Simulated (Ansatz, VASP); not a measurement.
# Two plane-wave programs on Sc

```
Sc
1.0
     1.63212    0.94230    7.66250
    -1.63212    0.94230    7.66250
     0.00000   -1.88460    7.66250
Sc
3
Direct
  0.00000 0.00000 0.00000
  0.22162 0.22162 0.22162
  0.77838 0.77838 0.77838
```

Alike in both runs: functional PBEsol; k mesh 6 × 6 × 6; occupations gaussian, width 0.1 eV; no spin polarisation.

Ansatz relaxed the structure, and its values are those at the end. VASP's run is a single point on that final structure, the one shown.

|  | VASP | Ansatz |
| --- | --- | --- |
| version | VASP 6.6.1 | Ansatz 0.2.0 |
| potentials or method | VASP PAW PBE potentials, release 64 (Sc_sv), cutoff 520 eV | scalar-relativistic, plane waves, PAW |
| valence electrons in the cell | 33 | 33 |

```tsv
	VASP	Ansatz	Ansatz less VASP
gap on the k mesh at the Fermi level (eV)	none	none	-
pressure (GPa)	0.0	0.0	0.00
rms of the force components (eV/Å)	0.005	0.005	-0.0008
```

VASP's potentials were made for PBE, not for PBEsol. A gap of «none» marks a metal or a gap that the smearing closes.

The k mesh is coarse, so the values compare programs but aren't converged.
